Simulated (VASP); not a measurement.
Input of a VASP 6.6.1 run:

Contents of INCAR:

```
SYSTEM = Sr
ALGO = Normal
EDIFF = 1E-6
ENCUT = 500
GGA = CA
GGA_COMPAT = .FALSE.
ISIF = 2
ISMEAR = 0
LASPH = .TRUE.
LCHARG = .FALSE.
LREAL = .FALSE.
LWAVE = .FALSE.
NBANDS = 11
NELM = 120
PREC = Accurate
SIGMA = 0.2
```

The input KPOINTS:

```
k-points
0
G
  9 9 9
  0 0 0
```

POSCAR

```
Sr
1.0
    0.0000000000      2.9028949114      2.9028949114
    2.9028949114      0.0000000000      2.9028949114
    2.9028949114      2.9028949114      0.0000000000
Sr
1
Direct
    0.0000000000      0.0000000000      0.0000000000
```

Potentials or basis: VASP PAW LDA potentials, release 64 (Sr_sv).

Run with:

```sh
$ cat potpaw_LDA.64/Sr_sv/POTCAR > POTCAR
$ mpirun -np 1 vasp_std > vasp.out
```

Q: Predict the band gap on the k mesh.

A: 0.18 eV, indirect (least direct gap 0.19 eV).

Q: Predict the pressure.

A: 0.0 GPa.

A k mesh can miss the band edges.
